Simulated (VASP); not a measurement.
# Na in VASP: further runs

Na is run at these levels: PBEsol, PBE+D4; tasks: single point, relaxation of cell and atoms.

All numbers are computed with VASP 6.6.1; they aren't measurements. Logs are shortened: lines on timing, memory, paths and dates and some standing lists are left out, and cuts for length are marked.

## 1. The cell of the first run

It takes space group I4/mmm (No. 139, tetragonal). The conventional cell has a = 4.368 Å, b = 4.368 Å, c = 4.282 Å, α = 90.00°, β = 90.00°, γ = 90.00°. Na (site symmetry 4/mmm) has 14 Na at 3.76 to 4.37 Å within 4.9 Å.

## 2. Single point, PBEsol

Input file INCAR:

```
SYSTEM = Na
  PREC = Accurate
  ENCUT = 500
  EDIFF = 1E-6
  ISMEAR = -1
  SIGMA = 0.05
  LREAL = .False.
  LASPH = .True.
  NELM = 120
  ALGO = Normal
  ISIF = 2
  LWAVE = .False.
  LCHARG = .True.
  GGA = PS
  LELF = .True.
  LVHAR = .True.
  NBANDS = 10
  GGA_COMPAT = .False.
```

Input file KPOINTS:

```
Automatic mesh
0
Gamma
  9 9 9
  0 0 0
```

Input file POSCAR:

```
Na
1.0
   -2.1838200000      2.1838200000      2.1410000000
    2.1838200000     -2.1838200000      2.1410000000
    2.1838200000      2.1838200000     -2.1410000000
Na
1
Direct
    0.0000000000      0.0000000000      0.0000000000
```

Potentials or basis: VASP PAW PBE potentials, release 64 (Na_pv).

Started as:

```bash
$ cat potpaw_PBE.64/Na_pv/POTCAR > POTCAR
$ mpirun -np 1 vasp_std > vasp.out
```

OUTCAR:

```text
SYSTEM = Na
   PREC = Accurate
   ENCUT = 500
   EDIFF = 1E-6
   ISMEAR = -1
   LREAL = .False.
   LASPH = .True.
   NELM = 120
   ISIF = 2
   GGA = PS

 ion  position               nearest neighbor table
   1  0.000  0.000  0.000-

  LATTYP: Found a body centered tetragonal cell.
 ALAT       =     4.3676400000
 C/A-ratio  =     0.9803921569

  Lattice vectors:

 A1 = (  -2.1838200000,   2.1838200000,   2.1410000000)
 A2 = (   2.1838200000,  -2.1838200000,   2.1410000000)
 A3 = (   2.1838200000,   2.1838200000,  -2.1410000000)

Analysis of symmetry for initial positions (statically):
=====================================================================
 Subroutine PRICEL returns:
 Original cell was already a primitive cell.

 Routine SETGRP: Setting up the symmetry group for a
 body centered tetragonal supercell.

 Subroutine GETGRP returns: Found 16 space group operations
 (whereof 16 operations were pure point group operations)
 out of a pool of 16 trial point group operations.

The static configuration has the point symmetry D_4h.

Analysis of symmetry for dynamics (positions and initial velocities):
=====================================================================
 Subroutine PRICEL returns:
 Original cell was already a primitive cell.

 Routine SETGRP: Setting up the symmetry group for a
 body centered tetragonal supercell.

 Subroutine GETGRP returns: Found 16 space group operations
 (whereof 16 operations were pure point group operations)
 out of a pool of 16 trial point group operations.

The dynamic configuration has the point symmetry D_4h.

 Subroutine INISYM returns: Found 16 space group operations
 (whereof 16 operations are pure point group operations),
 and found     1 'primitive' translations

----------------------------------------------------------------------------------------

                                     Primitive cell

  volume of cell :      40.8423

  direct lattice vectors                    reciprocal lattice vectors
    -2.183820000  2.183820000  2.141000000     0.000000000  0.228956599  0.233535731
     2.183820000 -2.183820000  2.141000000     0.228956599  0.000000000  0.233535731
     2.183820000  2.183820000 -2.141000000     0.228956599  0.228956599  0.000000000

  length of vectors
     3.757927698  3.757927698  3.757927698     0.327047492  0.327047492  0.323793527

  position of ions in fractional coordinates (direct lattice)
     0.000000000  0.000000000  0.000000000

  ion indices of the primitive-cell ions
   primitive index   ion index
                 1           1

----------------------------------------------------------------------------------------

 KPOINTS: Automatic mesh

Automatic generation of k-mesh.
 Grid dimensions read from file:
 generate k-points for:    9    9    9

 Generating k-lattice:

  Cartesian coordinates                     Fractional coordinates (reciprocal lattice)
     0.000000000  0.025439622  0.025948415     0.111111111  0.000000000 -0.000000000
     0.025439622  0.000000000  0.025948415     0.000000000  0.111111111 -0.000000000
     0.025439622  0.025439622  0.000000000     0.000000000  0.000000000  0.111111111

  Length of vectors
     0.036338610  0.036338610  0.035977059

  Shift w.r.t. Gamma in fractional coordinates (k-lattice)
     0.000000000  0.000000000  0.000000000

 Subroutine IBZKPT returns following result:
 ===========================================

 Found     75 irreducible k-points:

 Following reciprocal coordinates:
            Coordinates               Weight
  0.000000  0.000000  0.000000      1.000000
  0.111111 -0.000000  0.000000      8.000000
  0.222222 -0.000000  0.000000      8.000000
  0.333333  0.000000  0.000000      8.000000
  0.444444 -0.000000  0.000000      8.000000
  0.111111  0.111111  0.000000      8.000000
[... 16 lines left out ...]
 -0.333333  0.333333  0.000000      4.000000
  0.444444  0.444444  0.000000      8.000000
 [... further k-points ...]
   k-points           NKPTS =     75   k-points in BZ     NKDIM =     75   number of bands    NBANDS=     10
   number of dos      NEDOS =    301   number of ions     NIONS =      1
   total plane-waves  NPLWV =  21952
   dimension x,y,z NGX =    28 NGY =   28 NGZ =   28
   dimension x,y,z NGXF=    56 NGYF=   56 NGZF=   56
   ions per type =               1
   NGX,Y,Z   is equivalent  to a cutoff of  12.39, 12.39, 12.39 a.u.
   NGXF,Y,Z  is equivalent  to a cutoff of  24.77, 24.77, 24.77 a.u.
 SYSTEM =  Na
   PREC   = accura    normal or accurate (medium, high low for compatibility)
   ISTART =      0    job   : 0-new  1-cont  2-samecut
   ICHARG =      2    charge: 1-file 2-atom 10-const
   ISPIN  =      1    spin polarized calculation?
   LNONCOLLINEAR =      F non collinear calculations
   LSORBIT =      F    spin-orbit coupling
   LASPH  =      T    aspherical Exc in radial PAW
   ENCUT  =  500.0 eV  36.75 Ry    6.06 a.u.   6.85  6.85  6.85*2*pi/ulx,y,z
   NELM   =    120;   NELMIN=  2; NELMDL= -5     # of ELM steps
   EDIFF  = 0.1E-05   stopping-criterion for ELM
   LREAL  =      F    real-space projection
   EDIFFG = 0.1E-04   stopping-criterion for IOM
   NSW    =      0    number of steps for IOM
   IBRION =     -1    ionic relax: 0-MD 1-quasi-New 2-CG
   NFREE  =      0    steps in history (QN), initial steepest desc. (CG)
   ISIF   =      2    stress and relaxation
   ISYM   =      2    0-nonsym 1-usesym 2-fastsym
   POTIM  = 0.5000    time-step for ionic-motion
   TEBEG  =    0.0;   TEEND  =   0.0 temperature during run
   PSTRESS=    0.0 pullay stress
   NELECT =       7.0000    total number of electrons
   NUPDOWN=      -1.0000    fix difference up-down
   EMIN   =  10.00;   EMAX   =-10.00  energy-range for DOS
   EFERMI =   0.00;   METHOD = LEGACY
   ISMEAR =    -1;   SIGMA  =   0.05  broadening in eV -4-tet -1-fermi 0-gaus
   EFERMI_NEDOS =   21; number of points for ismear=-14 and -15
   IALGO  =     38    algorithm
   IMIX   =      4    mixing-type and parameters
     AMIX     =   0.40;   BMIX     =  1.00
     AMIX_MAG =   1.60;   BMIX_MAG =  1.00
  volume/ion in A,a.u.               =      40.84       275.62
  Fermi-wavevector in a.u.,A,eV,Ry     =   0.909363  1.718447 11.251222  0.826942
  Thomas-Fermi vector in A             =   2.033399
   LORBIT       =      0    0 simple, 1 ext, 2 COOP (PROOUT), +10 PAW based schemes
   GGA     = PS    functional components
   LHFCALC =     F    Hartree Fock is set to
   AEXX    =    0.0000 exact exchange contribution
   IVDW    =     0    specifies the selected vdW correction
   LEPSILON=     F    determine dielectric tensor
   LRPA    =     F    only Hartree local field effects (RPA)
 non-spin polarized calculation
  energy-cutoff  :      500.00
  volume of cell :       40.84
 maximum number of plane-waves:      1050
   NGX = 13   NGY = 13   NGZ = 13

 number of electron       6.9999992 magnetization

 Free energy of the ion-electron system (eV)
  ---------------------------------------------------
  ext. energy  EPLUGINS =         0.00000000
  ---------------------------------------------------
  free energy    TOTEN  =        -1.39414274 eV

  energy without entropy =       -1.39083516  energy(sigma->0) =       -1.39248895

 E-fermi :   0.0422     XC(G=0):  -6.2517

 val. band max:       -0.0033432348   @ k =  -0.2222  -0.3333   0.1111
 cond. band min:       0.0864843209   @ k =  -0.4444   0.4444   0.0000
 fundamental gap:      0.0898275557
 Fermi energy:         0.0421626204

 k-point     1 :       0.0000    0.0000    0.0000
  band No.  band energies     occupation
      1     -24.8231      2.00000
      2     -24.8230      2.00000
      3     -24.8230      2.00000
      4      -3.0327      2.00000
      5      10.9758      0.00000
      6      11.2607      0.00000
      7      11.2608      0.00000
      8      11.9735      0.00000
      9      12.2563      0.00000
     10      12.4576      0.00000

 k-point     2 :       0.1111   -0.0000    0.0000
  band No.  band energies     occupation
      1     -24.8260      2.00000
      2     -24.8241      2.00000
      3     -24.8231      2.00000
      4      -2.8283      2.00000
      5       9.0997      0.00000
      6      10.0672      0.00000
      7      10.4155      0.00000
      8      10.8433      0.00000
      9      11.4730      0.00000
     10      12.8026      0.00000

 k-point     3 :       0.2222   -0.0000    0.0000
  band No.  band energies     occupation
      1     -24.8336      2.00000
      2     -24.8267      2.00000
      3     -24.8231      2.00000
      4      -2.2193      2.00000
      5       6.4071      0.00000
      6       8.9731      0.00000
      7       9.4812      0.00000
      8       9.7840      0.00000
      9      10.7612      0.00000
     10      13.2920      0.00000

 k-point     4 :       0.3333    0.0000    0.0000
  band No.  band energies     occupation
      1     -24.8420      2.00000
      2     -24.8297      2.00000
      3     -24.8231      2.00000
      4      -1.2186      2.00000
      5       4.0023      0.00000
      6       8.2102      0.00000
      7       8.8448      0.00000
      8       9.0748      0.00000
      9      10.1095      0.00000
     10      14.1074      0.00000
[... 222 lines left out ...]
 k-point    22 :      -0.4444    0.3333   -0.0000
  band No.  band energies     occupation
      1     -24.8449      2.00000
      2     -24.8312      2.00000
      3     -24.8239      2.00000
      4      -0.4776      1.99994
      5       2.9451      0.00000
      6       6.5017      0.00000
      7       8.3321      0.00000
      8      10.0352      0.00000
      9      11.7318      0.00000
     10      13.1945      0.00000

 k-point    23 :      -0.3333    0.3333    0.0000
  band No.  band energies     occupation
      1     -24.8421      2.00000
      2     -24.8294      2.00000
      3     -24.8228      2.00000
      4      -1.2539      2.00000
      5       3.8679      0.00000
      6       8.4434      0.00000
      7       9.0686      0.00000
      8       9.3148      0.00000
      9      10.2165      0.00000
     10      13.8833      0.00000

 k-point    24 :       0.4444    0.4444    0.0000
  band No.  band energies     occupation
      1     -24.8474      2.00000
      2     -24.8324      2.00000
      3     -24.8238      2.00000
      4       0.8653      0.00000
      5       1.2606      0.00000
      6       6.3168      0.00000
      7       8.1584      0.00000
      8       9.8649      0.00000
      9      11.6148      0.00000
     10      14.0674      0.00000

 [... further k-points ...]

------------------------ aborting loop because EDIFF is reached ----------------------------------------

  FORCE on cell =-STRESS in cart. coord.  units (eV):
  Direction    XX          YY          ZZ          XY          YZ          ZX
  --------------------------------------------------------------------------------------
  -------------------------------------------------------------------------------------
  Total       -0.2021348     -0.2021348     -0.1987094      0.0000000      0.0000000      0.0000000
  in kB       -7.9294172     -7.9294172     -7.7950474      0.0000000      0.0000000      0.0000000
  external PRESSURE =      -7.8846273 kB  Pullay stress =       0.0000000 kB

 VOLUME and BASIS-vectors are now :
 -----------------------------------------------------------------------------
  energy-cutoff  :      500.00
  volume of cell :       40.84
      direct lattice vectors                 reciprocal lattice vectors
    -2.183820000  2.183820000  2.141000000     0.000000000  0.228956599  0.233535731
     2.183820000 -2.183820000  2.141000000     0.228956599  0.000000000  0.233535731
     2.183820000  2.183820000 -2.141000000     0.228956599  0.228956599  0.000000000

 POSITION                                       TOTAL-FORCE (eV/Angst)
 -----------------------------------------------------------------------------------
      0.00000      0.00000      0.00000         0.000000      0.000000      0.000000
 -----------------------------------------------------------------------------------
    total drift:                               -0.000000     -0.000000     -0.000000

  FREE ENERGIE OF THE ION-ELECTRON SYSTEM (eV)
  ---------------------------------------------------
  free  energy   TOTEN  =        -1.3941427434 eV

  energy  without entropy=       -1.3908351583  energy(sigma->0) =       -1.39248895
```

It took 13 s on 1 thread of Intel Xeon Platinum 8259CL at 2.50GHz (Skylake/Cascade Lake), shared host; peak memory 0.16 GiB.

Results:

```yaml
Free_energy: -1.3941 eV
Pressure: -0.8 GPa
Band_gap_on_the_k_mesh: zero (an odd number of electrons rules out a gap without spin polarisation)
```

Levels at points of the mesh, in eV from the Fermi level:
```tsv
k point	band 1	band 2	band 3	band 4	band 5	band 6	band 7	band 8
(0.00, 0.00, 0.00)	-24.87	-24.87	-24.87	-3.07	10.93	11.22	11.22	11.93
```

Caveat: the PAW data sets were made with another functional, which shifts forces and pressure a little.

## 3. Single point, PBEsol

This run uses another cell than the first one, of 42.46 Å³/atom.

Input file INCAR:

```
PREC = Accurate ; ENCUT = 500
EDIFF = 1E-6 ; ISMEAR = -1
SIGMA = 0.05 ; LREAL = False
LASPH = True ; NELM = 120
ALGO = Normal ; ISIF = 2
LWAVE = False ; LCHARG = True
GGA = PS ; LELF = True
LVHAR = True ; NBANDS = 10
GGA_COMPAT = False
```

Input file KPOINTS:

```
regular mesh
0
Gamma
  9 9 9
```

Input file POSCAR:

```
Na
1.0
   -2.2266400000      2.2266400000      2.1410000000
    2.2266400000     -2.2266400000      2.1410000000
    2.2266400000      2.2266400000     -2.1410000000
Na
1
Direct
    0.0000000000      0.0000000000      0.0000000000
```

Potentials or basis: VASP PAW PBE potentials, release 64 (Na_pv).

Started as:

```bash
$ cat potpaw_PBE.64/Na_pv/POTCAR > POTCAR
$ mpirun -np 1 vasp_std > vasp.out
```

Run time: 13 s. Hardware: 1 thread of Intel Xeon Platinum 8259CL at 2.50GHz (Skylake/Cascade Lake), shared host; peak memory 0.16 GiB.

The run converged. Its results:

| Property | Result |
| --- | --- |
| Free energy | -1.3855 eV |
| Pressure | -1.0 GPa |
| Band gap on the k mesh | zero (an odd number of electrons rules out a gap without spin polarisation) |

Levels at points of the mesh, in eV from the Fermi level:
| k point | band 2 | band 3 | band 4 | band 5 | band 6 | band 7 |
| --- | --- | --- | --- | --- | --- | --- |
| (0.00, 0.00, 0.00) | -24.92 | -24.92 | -3.02 | 10.50 | 11.06 | 11.06 |

Caveat: the PAW data sets were made with another functional, which shifts forces and pressure a little.

## 4. Relaxation of cell and atoms, PBE+D4 (40.43 Å³/atom)

This run uses another cell than the first one, of 40.43 Å³/atom.

Input file POSCAR:

```
Na
1.0
   -2.1621993985      2.1621993985      2.1621993985
    2.1621993985     -2.1621993985      2.1621993985
    2.1621993985      2.1621993985     -2.1621993985
Na
1
Direct
    0.0000000000      0.0000000000      0.0000000000
```

Input file INCAR.step1:

```
GGA      = PE             # functional
IVDW     = 13             # dispersion correction
ISMEAR   = 1              # smearing method
SIGMA    = 0.05           # smearing width, eV
LWAVE    = False          # write WAVECAR
LCHARG   = False          # write CHGCAR
NSW      = 80             # ionic steps
PREC     = Accurate       # precision mode
LASPH    = True           # aspherical terms in the spheres
LREAL    = False          # projectors in reciprocal space
ALGO     = Normal         # electronic algorithm
EDIFF    = 1E-7           # SCF threshold, eV
NELM     = 120            # most SCF steps
GGA_COMPAT= False        
IBRION   = 2              # ionic algorithm
ISIF     = 3              # what is computed and relaxed
EDIFFG   = -0.002         # ionic threshold
NELMIN   = 4            
ENCUT    = 690            # plane-wave cutoff, eV
POTIM    = 0.5            # step
```

Input file INCAR.step4:

```
GGA      = PE             # functional
IVDW     = 13             # dispersion correction
ISMEAR   = 1              # smearing method
SIGMA    = 0.05           # smearing width, eV
LWAVE    = False          # write WAVECAR
LCHARG   = False          # write CHGCAR
PREC     = Accurate       # precision mode
LASPH    = True           # aspherical terms in the spheres
LREAL    = False          # projectors in reciprocal space
ALGO     = Normal         # electronic algorithm
EDIFF    = 1E-7           # SCF threshold, eV
NELM     = 120            # most SCF steps
GGA_COMPAT= False        
ISIF     = 2              # what is computed and relaxed
ENCUT    = 690            # plane-wave cutoff, eV
```

Input file KPOINTS:

```
Automatic mesh
0
Gamma
  12 12 12
  0 0 0
```

Started as:

```bash
$ cat potpaw_PBE.64/Na_pv/POTCAR > POTCAR
$ cp INCAR.step1 INCAR
$ cp POSCAR.step1 POSCAR
$ mpirun -np 1 vasp_std > vasp.out
$ cp CONTCAR POSCAR
$ mpirun -np 1 vasp_std > vasp.out
$ cp CONTCAR POSCAR
$ mpirun -np 1 vasp_std > vasp.out
$ cp CONTCAR POSCAR
$ cp INCAR.step4 INCAR
$ mpirun -np 1 vasp_std > vasp.out
```

It took 73 s on 1 thread of Intel Xeon Platinum 8259CL at 2.50GHz (Skylake/Cascade Lake), shared host; peak memory 0.19 GiB.

Results (log left out):

- Free energy: -1.3216 eV
- Relaxed volume: 36.68 Å³/atom
- Relaxed cell: a = 3.625 Å, b = 3.625 Å, c = 3.625 Å, α = 109.47°, β = 109.47°, γ = 109.47°
- Space group after relaxing (to 0.1 Å): Im-3m (No. 229)
- Energy gained by relaxing: 7.8 meV/atom
- Ionic steps: 8
- Pressure after relaxing: 0.0 GPa
- Band gap on the k mesh: zero (an odd number of electrons rules out a gap without spin polarisation)
- Dispersion energy per atom: -0.014 eV

Step by step:
```csv
step,energy change (eV),largest force (eV/Å),pressure (GPa),volume (Å³)
1,0.0000,0.0000,-0.64,40.43
2,-0.0034,0.0000,-0.52,39.49
3,-0.0081,0.0000,-0.03,36.75
4,-0.0081,0.0000,0.05,36.58
5,-0.0081,0.0000,-0.01,36.68
6,-0.0081,0.0000,0.00,36.68
7,-0.0078,0.0000,0.00,36.68
8,-0.0078,0.0000,0.00,36.68
```

Final structure:
```yaml
crystal:
  lattice:
    - [-2.09311, 2.09311, 2.09311]
    - [2.09311, -2.09311, 2.09311]
    - [2.09311, 2.09311, -2.09311]
  atoms:
    - { symbol: Na, position: [0.00000, 0.00000, 0.00000] }
```

Levels at points of the mesh, in eV from the Fermi level:
| k point | band 1 | band 2 | band 3 | band 4 | band 5 | band 6 | band 7 |
| --- | --- | --- | --- | --- | --- | --- | --- |
| (0.00, 0.00, 0.00) | -24.84 | -24.84 | -24.84 | -3.24 | 11.86 | 11.86 | 11.86 |
| (0.50, 0.00, 0.00) | -24.87 | -24.85 | -24.84 | 0.82 | 1.29 | 8.31 | 9.29 |
| (0.50, 0.50, 0.50) | -24.86 | -24.86 | -24.86 | 4.59 | 4.59 | 4.99 | 4.99 |

## 5. Summary

```csv
task,level,cell,k mesh,cutoff (eV),smearing,dipole correction,tolerance level,purpose,passes,gap on the mesh (eV),pressure (GPa)
single point,PBEsol,"a = 3.758 Å, angles 108.9, 108.9, 110.5°, 1 atom",9 × 9 × 9,500,fermi-dirac 0.05 eV,no,-,-,-,none,-0.8
single point,PBEsol,"a = 3.808 Å, angles 108.4, 108.4, 111.6°, 1 atom",9 × 9 × 9,500,fermi-dirac 0.05 eV,no,-,-,-,none,-1.0
relaxation of cell and atoms,PBE+D4,"relaxed from a = 3.745 Å, angles 109.5°, 1 atom",12 × 12 × 12,690,methfessel-paxton 0.05 eV,-,standard,cell,3,none,0.0
```

Alike in all rows: potentials or basis VASP PAW PBE potentials, release 64 (Na_pv); no spin polarisation.

Caveats: the PAW data sets were made with another functional, which shifts forces and pressure a little (at least some runs).

Total energies depend on the potentials used, so only differences within one code and one set of settings carry meaning.

The gap in the log of VASP goes by the Fermi energy; the results here count the filled bands.